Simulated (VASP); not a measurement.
Write the native input for VASP 6.6.1 that does the following.

| Property | Result |
| --- | --- |
| Task | single point |
| Functional | LDA |
| Potentials or basis | VASP PAW LDA potentials, release 64 (Mg, Zn) |
| Cutoff | 520 eV |
| k mesh | 5 × 5 × 5 |
| Occupations | methfessel-paxton, width 0.1 eV |
| Spin | no spin polarisation |
| Dipole correction | no |
| Further INCAR settings | ALGO = Normal; EDIFF = 1e-07; NBANDS = 20 |

The structure of Mg5Zn lies in POSCAR:

```
Mg5Zn
1.0
    5.3502300000      0.0000000000      0.0000000000
   -2.6751150000      4.6334350000      0.0000000000
    0.0000000000      0.0000000000      4.9730240000
Mg Zn
5 1
Direct
    0.0000000000      0.6807410000      0.5000000000
    0.6807410000      0.0000000000      0.5000000000
    0.3192590000      0.3192590000      0.5000000000
    0.6666666667      0.3333333333      0.0000000000
    0.3333333333      0.6666666667      0.0000000000
    0.0000000000      0.0000000000      0.0000000000
```

The input as run:

INCAR

```
ALGO = Normal ; EDIFF = 1E-7
ENCUT = 520 ; ISIF = 2
ISMEAR = 1 ; LASPH = T
LCHARG = F ; LREAL = F
LWAVE = F ; NBANDS = 20
NELM = 80 ; PREC = Accurate
SIGMA = 0.1
```

KPOINTS

```
k-points
0
Gamma
  5 5 5
```

Potentials or basis: VASP PAW LDA potentials, release 64 (Mg, Zn).

Launch:

```sh
$ cat potpaw_LDA.64/Mg/POTCAR potpaw_LDA.64/Zn/POTCAR > POTCAR
$ mpirun -np 1 vasp_std > vasp.out
```

It gave:

```json
{"Pressure": "-2.2 GPa", "Largest force": "0.061 eV/Å", "Band gap on the k mesh": "zero (band 11 reaches 3.08 eV, above the bottom of band 12 at 2.27 eV)"}
```

Wall time 34 s on 1 thread of Intel Xeon 6975P-C (shared host), peak memory 0.21 GiB.
